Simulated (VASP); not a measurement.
Wanted: the native input for a VASP 6.6.1 run.

```
Task                   : single point
Functional             : PBE
Potentials or basis    : VASP PAW PBE potentials, release 64 (Al, N)
Cutoff                 : 520 eV
k mesh                 : 9 × 9 × 1
Occupations            : gaussian, width 0.1 eV
Spin                   : no spin polarisation
Dipole correction      : yes
Further INCAR settings : ALGO = Normal; EDIFF = 1e-07; NBANDS = 15
```

The structure of Al3N lies in POSCAR:

```
Al3N
1.0
    2.8571514048      0.0000000000      0.0000000000
   -1.4285757024      2.4743656990      0.0000000000
    0.0000000000      0.0000000000     20.1016425018
Al N
3 1
Direct
    0.6666666667      0.3333333333      0.1989887145
    0.3333333333      0.6666666667      0.3134533094
    0.0000000000      0.0000000000      0.4279074459
    0.0000000000      0.0000000000      0.5193427618
```

These files were run (other wordings do the same):

INCAR

```
SYSTEM = Al3N
PREC = Accurate
ENCUT = 520
EDIFF = 1E-7
ISMEAR = 0
SIGMA = 0.1
LREAL = .False.
LASPH = .True.
NELM = 100
ALGO = Normal
ISIF = 2
LWAVE = .False.
LCHARG = .False.
LDIPOL = .True.
IDIPOL = 3
DIPOL = 0.5 0.5 0.365
GGA = PE
NBANDS = 15
```

KPOINTS

```
Automatic mesh
0
Gamma
  9 9 1
  0 0 0
```

Potentials or basis: VASP PAW PBE potentials, release 64 (Al, N).

Run with:

```sh
$ cat potpaw_PBE.64/Al/POTCAR potpaw_PBE.64/N/POTCAR > POTCAR
$ mpirun -np 1 vasp_std > vasp.out
```

It gave:

```
Largest force          : 0.287 eV/Å
Band gap on the k mesh : zero (band 7 reaches 0.32 eV, above the bottom of band 8 at -1.72 eV)
```

Wall time 36 s on 1 thread of Intel(R) Xeon(R) 6975P-C (Granite Rapids) (shared host), peak memory 0.27 GiB.
